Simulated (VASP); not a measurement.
NiO: single point with PBE

NiO:

```
Ni O
1.0
     0.00000    3.32384    2.25703
     1.76182    0.00000    2.25703
     1.76182    3.32384    0.00000
Ni O
1 1
Direct
  0.75268 0.75268 0.24732
  0.34312 0.34312 0.65688
```

The cell was built from a structure type or drawn by symmetry, and may not be a known phase.

```
Program             : VASP 6.6.1
Task                : single point
Functional          : PBE
Potentials or basis : VASP PAW PBE potentials, release 64 (Ni, O)
Cutoff              : 520 eV
k mesh              : 8 × 8 × 8
Occupations         : gaussian, width 0.1 eV
Spin                : collinear spin, ferromagnetic start
Starting moments    : [2.0, 0.0] μB
```

- Pressure: 1.6 GPa
- Largest force: 0.139 eV/Å
- Net moment: 0.77 μB per cell
- Site moments: Ni +0.60; O +0.15 μB
- Valence electrons inside the program's atomic spheres: Ni 9.28; O 4.98

Forces on the atoms (eV/Å):
```
Ni   0.000  0.000  0.139
O    0.000  0.000 -0.139
```

Stress tensor (GPa, compression positive):
```
4.11 0.00 0.00
0.00 0.03 0.00
0.00 0.00 0.69
```

Levels at points of the mesh, in eV from the Fermi level:
Spin up:
| k point | band 4 | band 5 | band 6 | band 7 | band 8 | band 9 | band 10 | band 11 | band 12 | band 13 |
| --- | --- | --- | --- | --- | --- | --- | --- | --- | --- | --- |
| (0.00, 0.00, 0.00) | -3.82 | -2.13 | -1.89 | -1.28 | -0.66 | 0.08 | 2.07 | 12.04 | 12.84 | 16.46 |
| (0.50, 0.00, 0.00) | -5.00 | -1.58 | -1.47 | -0.88 | -0.25 | 0.37 | 5.37 | 8.15 | 10.45 | 14.88 |
| (0.50, 0.50, 0.00) | -3.73 | -2.28 | -1.49 | -1.31 | -1.20 | -1.05 | 6.15 | 9.39 | 12.04 | 13.27 |
| (0.50, 0.00, 0.50) | -5.33 | -1.78 | -1.28 | -1.04 | -0.72 | 0.12 | 5.03 | 5.04 | 14.73 | 17.85 |
| (0.00, 0.50, 0.50) | -4.21 | -2.06 | -1.45 | -1.33 | -1.26 | -0.88 | 7.12 | 8.09 | 10.71 | 12.89 |
Spin down:
| k point | band 4 | band 5 | band 6 | band 7 | band 8 | band 9 | band 10 | band 11 | band 12 | band 13 |
| --- | --- | --- | --- | --- | --- | --- | --- | --- | --- | --- |
| (0.00, 0.00, 0.00) | -3.35 | -1.87 | -0.92 | -0.70 | -0.38 | 0.67 | 2.35 | 12.22 | 13.00 | 16.56 |
| (0.50, 0.00, 0.00) | -4.49 | -1.19 | -0.81 | -0.51 | 0.58 | 1.00 | 5.43 | 8.32 | 10.60 | 15.06 |
| (0.50, 0.50, 0.00) | -3.23 | -1.37 | -0.94 | -0.93 | -0.53 | -0.49 | 6.33 | 9.47 | 12.11 | 13.39 |
| (0.50, 0.00, 0.50) | -4.95 | -0.79 | -0.70 | -0.65 | -0.44 | 0.75 | 5.26 | 5.30 | 14.80 | 17.97 |
| (0.00, 0.50, 0.50) | -3.74 | -1.10 | -0.96 | -0.74 | -0.67 | -0.40 | 7.32 | 8.16 | 10.83 | 12.91 |

Wall time 100 s on 1 thread of Intel(R) Xeon(R) Platinum 8259CL CPU @ 2.50GHz (Skylake/Cascade Lake) (shared host), peak memory 0.21 GiB.

Caveat: a cell with one magnetic atom can't hold antiferromagnetic order, which such compounds often take; semilocal functionals often make such compounds metallic where correlation or magnetic order opens a gap, which also shifts bond lengths. With open d or f shells a metallic result of PBE can be an artefact of self-interaction; +U or a hybrid may open a gap.
